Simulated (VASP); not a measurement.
## InSb3: single point with PBEsol

InSb3:

```xyz
4
Lattice="0.0000 3.6479 3.6479 3.6479 0.0000 3.6479 3.6479 3.6479 0.0000" Properties=species:S:1:pos:R:3 pbc="T T T"
In    0.0000    0.0000    0.0000
Sb    1.8239    1.8239    1.8239
Sb    5.4718    5.4718    5.4718
Sb    3.6479    3.6479    3.6479
```

| Quantity | Value |
| --- | --- |
| Program | VASP 6.6.1 |
| Task | single point |
| Functional | PBEsol |
| Potentials or basis | VASP PAW PBE potentials, release 64 (In_d, Sb) |
| Cutoff | 520 eV |
| k mesh | 10 × 10 × 10 |
| Occupations | gaussian, width 0.1 eV |
| Spin | no spin polarisation |
| Dipole correction | no |
| Further INCAR settings | ALGO = Normal; EDIFF = 1e-06; NBANDS = 22 |

* Pressure: 4.5 GPa
* Band gap on the k mesh: zero (bands 14 and 15 overlap by 3.18 eV)

Levels at points of the mesh, in eV from the Fermi level:
| k point | band 10 | band 11 | band 12 | band 13 | band 14 | band 15 | band 16 | band 17 | band 18 | band 19 |
| --- | --- | --- | --- | --- | --- | --- | --- | --- | --- | --- |
| (0.00, 0.00, 0.00) | -2.79 | -2.79 | -2.68 | -2.68 | -2.68 | -1.81 | -0.86 | -0.86 | -0.86 | 3.37 |
| (0.50, 0.00, 0.00) | -3.82 | -3.82 | -3.00 | -3.00 | 0.04 | 0.22 | 2.17 | 2.17 | 3.14 | 3.14 |
| (0.50, 0.50, 0.00) | -5.71 | -5.71 | 0.79 | 1.11 | 1.11 | 1.81 | 2.05 | 2.05 | 2.07 | 4.58 |

Run time: 120 s on 1 thread of Intel Xeon 8259CL, with other jobs on the host, peak memory 0.29 GiB.

Caveat: the cell stands under pressure; the PAW data sets were made with another functional, which shifts forces and pressure a little; spin-orbit coupling is left out, which moves the levels of the heavy elements.
